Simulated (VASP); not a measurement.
Here is a VASP 6.6.1 calculation.

Contents of INCAR:

```
SYSTEM = Lu4ZrO
ALGO = Normal
EDIFF = 1E-6
EDIFFG = -0.04
ENCUT = 600
GGA = PE
IBRION = 2
ISIF = 3
ISMEAR = 0
LASPH = .True.
LCHARG = .False.
LREAL = .False.
LWAVE = .False.
NELM = 60
NSW = 90
PREC = Accurate
SIGMA = 0.1
```

Contents of KPOINTS:

```
k-points
0
Gamma
  4 4 4
  0 0 0
```

The input POSCAR:

```
Lu4ZrO
1.0
    0.0000000000      3.8569244500      3.8569244500
    3.8569244500      0.0000000000      3.8569244500
    3.8569244500      3.8569244500      0.0000000000
Lu Zr O
4 1 1
Direct
    0.6227704100      0.1257432000      0.1257432000
    0.1257432000      0.6227704100      0.1257432000
    0.1257432000      0.1257432000      0.6227704100
    0.1257432000      0.1257432000      0.1257432000
    0.7500000000      0.7500000000      0.7500000000
    0.5000000000      0.5000000000      0.5000000000
```

Potentials or basis: VASP PAW PBE potentials, release 64 (Lu, Zr_sv, O).

Command:

```sh
$ cat potpaw_PBE.64/Lu/POTCAR potpaw_PBE.64/Zr_sv/POTCAR potpaw_PBE.64/O/POTCAR > POTCAR
$ mpirun -np 1 vasp_std > vasp.out
```

Estimate the band gap on the k mesh.

zero (bands 59 and 60 overlap by 0.20 eV).

What does it give for the relaxed volume?

26.81 Å³/atom.

Estimate the relaxed cell.

a = 6.104 Å, b = 6.104 Å, c = 6.104 Å, α = 60.00°, β = 60.00°, γ = 60.00°.

The path:
```
step  energy change (eV)  largest force (eV/Å)  pressure (GPa)  volume (Å³)
   1              0.0000                0.5987           24.82       114.75
   2             -2.8109                0.0334           -2.18       171.31
   3             -2.8808                0.0159            0.16       160.84
```

Caveat: the volume moved by over 15 % at a fixed basis, so the end points are rough; spin-orbit coupling is left out, which moves the levels of the heavy elements.
